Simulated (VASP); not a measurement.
# GaN (Fm-3m) in VASP: electric field gradients with PBEsol

Aim: the electric field gradients of GaN with PBEsol.

Program: VASP 6.6.1. These are calculated values, not measurements. Logs are shortened: lines on timing, memory, paths and dates and some standing lists are left out, and cuts for length are marked.

## Step 1: The cell of the first run

The structure is cubic, space group Fm-3m (No. 225). Conventional cell: a = 3.985 Å, b = 3.985 Å, c = 3.985 Å, α = 90.00°, β = 90.00°, γ = 90.00°. Ga (site symmetry m-3m) has 6 N at 1.99 Å within 2.6 Å. Within 2.6 Å of N (site symmetry m-3m) lie 6 Ga at 1.99 Å.

## Step 2: Electric field gradients, PBEsol

Input file INCAR:

```
PREC = Accurate
ENCUT = 520
EDIFF = 1E-8
ISMEAR = -1
SIGMA = 0.02
LREAL = F
LASPH = T
NELM = 60
ALGO = Normal
ISIF = 2
LWAVE = F
LCHARG = F
GGA = PS
LEFG = T
NBANDS = 16
```

Input file KPOINTS:

```
Automatic mesh
0
Gamma
  13 13 13
```

Input file POSCAR:

```
GaN
1.0
    0.0000000000      1.9925000000      1.9925000000
    1.9925000000      0.0000000000      1.9925000000
    1.9925000000      1.9925000000      0.0000000000
Ga N
1 1
Direct
    0.5000000000      0.5000000000      0.5000000000
    0.0000000000      0.0000000000      0.0000000000
```

Potentials or basis: VASP PAW PBE potentials, release 64 (Ga_d, N).

The run is started by

```console
> cat potpaw_PBE.64/Ga_d/POTCAR potpaw_PBE.64/N/POTCAR > POTCAR
> mpirun -np 1 vasp_std > vasp.out
```

OUTCAR:

```text
PREC = Accurate
   ENCUT = 520
   EDIFF = 1E-8
   ISMEAR = -1
   LREAL = F
   LASPH = T
   NELM = 60
   ISIF = 2
   GGA = PS

 ion  position               nearest neighbor table
   1  0.500  0.500  0.500-   2 1.99   2 1.99   2 1.99   2 1.99   2 1.99   2 1.99
   2  0.000  0.000  0.000-   1 1.99   1 1.99   1 1.99   1 1.99   1 1.99   1 1.99

  LATTYP: Found a face centered cubic cell.
 ALAT       =     3.9850000000

  Lattice vectors:

 A1 = (   0.0000000000,   1.9925000000,   1.9925000000)
 A2 = (   1.9925000000,   0.0000000000,   1.9925000000)
 A3 = (   1.9925000000,   1.9925000000,   0.0000000000)

Analysis of symmetry for initial positions (statically):
=====================================================================
 Subroutine PRICEL returns:
 Original cell was already a primitive cell.

 Routine SETGRP: Setting up the symmetry group for a
 face centered cubic supercell.

 Subroutine GETGRP returns: Found 48 space group operations
 (whereof 48 operations were pure point group operations)
 out of a pool of 48 trial point group operations.

The static configuration has the point symmetry O_h .

Analysis of symmetry for dynamics (positions and initial velocities):
=====================================================================
 Subroutine PRICEL returns:
 Original cell was already a primitive cell.

 Routine SETGRP: Setting up the symmetry group for a
 face centered cubic supercell.

 Subroutine GETGRP returns: Found 48 space group operations
 (whereof 48 operations were pure point group operations)
 out of a pool of 48 trial point group operations.

The dynamic configuration has the point symmetry O_h .

 Subroutine INISYM returns: Found 48 space group operations
 (whereof 48 operations are pure point group operations),
 and found     1 'primitive' translations

----------------------------------------------------------------------------------------

                                     Primitive cell

  volume of cell :      15.8207

  direct lattice vectors                    reciprocal lattice vectors
     0.000000000  1.992500000  1.992500000    -0.250941029  0.250941029  0.250941029
     1.992500000  0.000000000  1.992500000     0.250941029 -0.250941029  0.250941029
     1.992500000  1.992500000  0.000000000     0.250941029  0.250941029 -0.250941029

  length of vectors
     2.817820523  2.817820523  2.817820523     0.434642612  0.434642612  0.434642612

  position of ions in fractional coordinates (direct lattice)
     0.500000000  0.500000000  0.500000000
     0.000000000  0.000000000  0.000000000

  ion indices of the primitive-cell ions
   primitive index   ion index
                 1           1
                 2           2

----------------------------------------------------------------------------------------

 KPOINTS: Automatic mesh

Automatic generation of k-mesh.
 Grid dimensions read from file:
 generate k-points for:   13   13   13

 Generating k-lattice:

  Cartesian coordinates                     Fractional coordinates (reciprocal lattice)
    -0.019303156  0.019303156  0.019303156     0.076923077  0.000000000  0.000000000
     0.019303156 -0.019303156  0.019303156     0.000000000  0.076923077  0.000000000
     0.019303156  0.019303156 -0.019303156     0.000000000  0.000000000  0.076923077

  Length of vectors
     0.033434047  0.033434047  0.033434047

  Shift w.r.t. Gamma in fractional coordinates (k-lattice)
     0.000000000  0.000000000  0.000000000

 Subroutine IBZKPT returns following result:
 ===========================================

 Found     84 irreducible k-points:

 Following reciprocal coordinates:
            Coordinates               Weight
  0.000000  0.000000  0.000000      1.000000
  0.076923  0.000000  0.000000      8.000000
  0.153846  0.000000  0.000000      8.000000
  0.230769  0.000000  0.000000      8.000000
  0.307692  0.000000  0.000000      8.000000
  0.384615  0.000000  0.000000      8.000000
[... 16 lines left out ...]
  0.384615  0.153846  0.000000     24.000000
  0.461538  0.153846  0.000000     24.000000
 [... further k-points ...]
   k-points           NKPTS =     84   k-points in BZ     NKDIM =     84   number of bands    NBANDS=     16
   number of dos      NEDOS =    301   number of ions     NIONS =      2
   total plane-waves  NPLWV =  13824
   dimension x,y,z NGX =    24 NGY =   24 NGZ =   24
   dimension x,y,z NGXF=    48 NGYF=   48 NGZF=   48
   ions per type =               1   1
   NGX,Y,Z   is equivalent  to a cutoff of  14.16, 14.16, 14.16 a.u.
   NGXF,Y,Z  is equivalent  to a cutoff of  28.32, 28.32, 28.32 a.u.
 SYSTEM =  unknown system
   PREC   = accura    normal or accurate (medium, high low for compatibility)
   ISTART =      0    job   : 0-new  1-cont  2-samecut
   ICHARG =      2    charge: 1-file 2-atom 10-const
   ISPIN  =      1    spin polarized calculation?
   LNONCOLLINEAR =      F non collinear calculations
   LSORBIT =      F    spin-orbit coupling
   LASPH  =      T    aspherical Exc in radial PAW
   ENCUT  =  520.0 eV  38.22 Ry    6.18 a.u.   5.24  5.24  5.24*2*pi/ulx,y,z
   NELM   =     60;   NELMIN=  2; NELMDL= -5     # of ELM steps
   EDIFF  = 0.1E-07   stopping-criterion for ELM
   LREAL  =      F    real-space projection
   EDIFFG = 0.1E-06   stopping-criterion for IOM
   NSW    =      0    number of steps for IOM
   IBRION =     -1    ionic relax: 0-MD 1-quasi-New 2-CG
   NFREE  =      0    steps in history (QN), initial steepest desc. (CG)
   ISIF   =      2    stress and relaxation
   ISYM   =      2    0-nonsym 1-usesym 2-fastsym
   POTIM  = 0.5000    time-step for ionic-motion
   TEBEG  =    0.0;   TEEND  =   0.0 temperature during run
   PSTRESS=    0.0 pullay stress
   NELECT =      18.0000    total number of electrons
   NUPDOWN=      -1.0000    fix difference up-down
   EMIN   =  10.00;   EMAX   =-10.00  energy-range for DOS
   EFERMI =   0.00;   METHOD = LEGACY
   ISMEAR =    -1;   SIGMA  =   0.02  broadening in eV -4-tet -1-fermi 0-gaus
   EFERMI_NEDOS =   21; number of points for ismear=-14 and -15
   IALGO  =     38    algorithm
   IMIX   =      4    mixing-type and parameters
     AMIX     =   0.40;   BMIX     =  1.00
     AMIX_MAG =   1.60;   BMIX_MAG =  1.00
  volume/ion in A,a.u.               =       7.91        53.38
  Fermi-wavevector in a.u.,A,eV,Ry     =   1.709060  3.229655 39.741073  2.920886
  Thomas-Fermi vector in A             =   2.787614
   LORBIT       =      0    0 simple, 1 ext, 2 COOP (PROOUT), +10 PAW based schemes
   GGA     = PS    functional components
   LHFCALC =     F    Hartree Fock is set to
   AEXX    =    0.0000 exact exchange contribution
   IVDW    =     0    specifies the selected vdW correction
   LEPSILON=     F    determine dielectric tensor
   LRPA    =     F    only Hartree local field effects (RPA)
 non-spin polarized calculation
  energy-cutoff  :      520.00
  volume of cell :       15.82
 maximum number of plane-waves:       440
 NGX is ok and might be reduce to    24
   NGX = 11   NGY = 11   NGZ = 11

 number of electron      17.9999999 magnetization

 Free energy of the ion-electron system (eV)
  ---------------------------------------------------
  ext. energy  EPLUGINS =         0.00000000
  ---------------------------------------------------
  free energy    TOTEN  =       -11.78186945 eV

  energy without entropy =      -11.78186945  energy(sigma->0) =      -11.78186945

 E-fermi :  10.6093     XC(G=0): -14.3286

 val. band max:       10.1865378376   @ k =  -0.2308   0.1538   0.0000
 cond. band min:      12.0030715852   @ k =   0.4615   0.4615   0.0000
 fundamental gap:      1.8165337476
 Fermi energy:        10.6092754852

 k-point     1 :       0.0000    0.0000    0.0000
  band No.  band energies     occupation
      1      -9.0898      2.00000
      2      -3.7715      2.00000
      3      -3.7715      2.00000
      4      -3.7715      2.00000
      5      -3.6175      2.00000
      6      -3.6175      2.00000
[... 8 lines left out ...]
     15      28.6137      0.00000
     16      28.6137      0.00000
[... 419 lines left out ...]
 k-point    24 :       0.4615    0.1538    0.0000
  band No.  band energies     occupation
      1      -5.9175      2.00000
      2      -4.1111      2.00000
      3      -3.9141      2.00000
      4      -3.8011      2.00000
      5      -3.3858      2.00000
      6      -3.0910      2.00000
[... 8 lines left out ...]
     15      32.9668      0.00000
     16      36.3390      0.00000

 [... further k-points ...]

------------------------ aborting loop because EDIFF is reached ----------------------------------------

  FORCE on cell =-STRESS in cart. coord.  units (eV):
  Direction    XX          YY          ZZ          XY          YZ          ZX
  --------------------------------------------------------------------------------------
  -------------------------------------------------------------------------------------
  Total        5.8731791      5.8731791      5.8731791     -0.0000000     -0.0000000     -0.0000000
  in kB      594.7834011    594.7834011    594.7834011     -0.0000000     -0.0000000     -0.0000000
  external PRESSURE =     594.7834011 kB  Pullay stress =       0.0000000 kB

 VOLUME and BASIS-vectors are now :
 -----------------------------------------------------------------------------
  energy-cutoff  :      520.00
  volume of cell :       15.82
      direct lattice vectors                 reciprocal lattice vectors
     0.000000000  1.992500000  1.992500000    -0.250941029  0.250941029  0.250941029
     1.992500000  0.000000000  1.992500000     0.250941029 -0.250941029  0.250941029
     1.992500000  1.992500000  0.000000000     0.250941029  0.250941029 -0.250941029

 POSITION                                       TOTAL-FORCE (eV/Angst)
 -----------------------------------------------------------------------------------
      1.99250      1.99250      1.99250         0.000000      0.000000      0.000000
      0.00000      0.00000      0.00000         0.000000      0.000000     -0.000000
 -----------------------------------------------------------------------------------
    total drift:                                0.000000     -0.000000      0.000000

  FREE ENERGIE OF THE ION-ELECTRON SYSTEM (eV)
  ---------------------------------------------------
  free  energy   TOTEN  =       -11.7818694474 eV

  energy  without entropy=      -11.7818694474  energy(sigma->0) =      -11.78186945

 Electric field gradients (V/A^2)
---------------------------------------------------------------------
 ion       V_xx      V_yy      V_zz      V_xy      V_xz      V_yz
---------------------------------------------------------------------
   1      -0.000    -0.000     0.000    -0.002    -0.002    -0.002
   2      -0.000     0.000    -0.000    -0.000    -0.000    -0.000
---------------------------------------------------------------------

 Electric field gradients after diagonalization (V/A^2)
 (convention: |V_zz| > |V_xx| > |V_yy|)
----------------------------------------------------------------------
 ion       V_xx      V_yy      V_zz     asymmetry (V_yy - V_xx)/ V_zz
----------------------------------------------------------------------
   1       0.002     0.002    -0.004       0.000
   2       0.000     0.000    -0.000       0.000
----------------------------------------------------------------------

           NMR quadrupolar parameters

 Cq : quadrupolar parameter    Cq=e*Q*V_zz/h
 eta: asymmetry parameters     (V_yy - V_xx)/ V_zz
 Q  : nuclear electric quadrupole moment in mb (millibarn)
----------------------------------------------------------------------
 ion       Cq(MHz)       eta       Q (mb)
----------------------------------------------------------------------
   1      -0.000       0.000       1.000
   2      -0.000       0.000       1.000
----------------------------------------------------------------------
```

It took 24 s on 1 thread of Intel Xeon Platinum 8259CL at 2.50GHz (Skylake/Cascade Lake), shared host; peak memory 0.15 GiB.

Results:

```yaml
Free_energy: -11.7819 eV
Pressure: 59.5 GPa
Band_gap_on_the_k_mesh: 1.82 eV (least direct gap 5.22 eV)
Largest_electric_field_gradient_by_atom: zero within the noise of the run
```

Levels at points of the mesh, in eV from the valence-band top:
| k point | band 6 | band 7 | band 8 | band 9 | band 10 | band 11 | band 12 | band 13 |
| --- | --- | --- | --- | --- | --- | --- | --- | --- |
| (0.00, 0.00, 0.00) | -13.80 | -0.77 | -0.77 | -0.77 | 4.45 | 15.69 | 15.69 | 15.69 |

Caveat: the cell stands under pressure; the PAW data sets were made with another functional, which shifts forces and pressure a little; an odd mesh through Γ misses points on the zone boundary, where band edges can lie.
